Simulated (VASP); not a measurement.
The system is HfZrSe4.

```
Zr Hf Se
1.0
     6.06276    0.00000    0.00000
    -3.03138    5.25050    0.00000
     0.00000    0.00000    4.91295
Zr Hf Se
1 1 4
Direct
  0.66667 0.33333 0.00000
  0.33333 0.66667 0.00000
  0.00000 0.00000 0.00000
  0.33164 0.16582 0.50000
  0.83418 0.16582 0.50000
  0.83418 0.66836 0.50000
```

| Property | Result |
| --- | --- |
| Program | VASP 6.6.1 |
| Task | relaxation of cell and atoms |
| Functional | PBE |
| Potentials or basis | VASP PAW PBE potentials, release 64 (Zr_sv, Hf_pv, Se) |
| Cutoff | 600 eV |
| k mesh | 3 × 3 × 4 |
| Occupations | gaussian, width 0.1 eV |
| Spin | no spin polarisation |

At the start: pressure -8.4 GPa; volume 26.07 Å³/atom.

Problem. How do energy, volume and symmetry change on relaxing?

Solution. Over 8 steps the energy falls by 147.5 meV/atom and the volume is 22.27 Å³/atom (-14.6 %); space group P-6m2 (No. 187, to 0.05 Å).

The path:
```
step  energy change (eV)  largest force (eV/Å)  pressure (GPa)  volume (Å³)
   1              0.0000                0.8863           -8.43       156.39
   2             -0.7765                0.1015            4.18       127.30
   3             -0.8321                0.3439            0.74       132.37
   4             -0.8809                0.0702            0.40       132.92
   5             -0.8818                0.1402            0.38       133.00
   6             -0.8842                0.0324           -0.27       134.03
   7             -0.8842                0.0446           -0.19       133.91
   8             -0.8850                0.0070           -0.04       133.60
```

Final structure:
```
CELL_PARAMETERS angstrom
5.62700 0.00000 0.00000
-2.81350 4.87312 0.00000
0.00000 0.00000 4.87224
ATOMIC_POSITIONS crystal
Zr 0.66667 0.33333 0.00000
Hf 0.33333 0.66667 0.00000
Se 0.00000 0.00000 0.00000
Se 0.34067 0.17033 0.50000
Se 0.82967 0.17033 0.50000
Se 0.82967 0.65933 0.50000
```

Caveat: the k points lie up to 0.43 Å⁻¹ apart in the final cell.
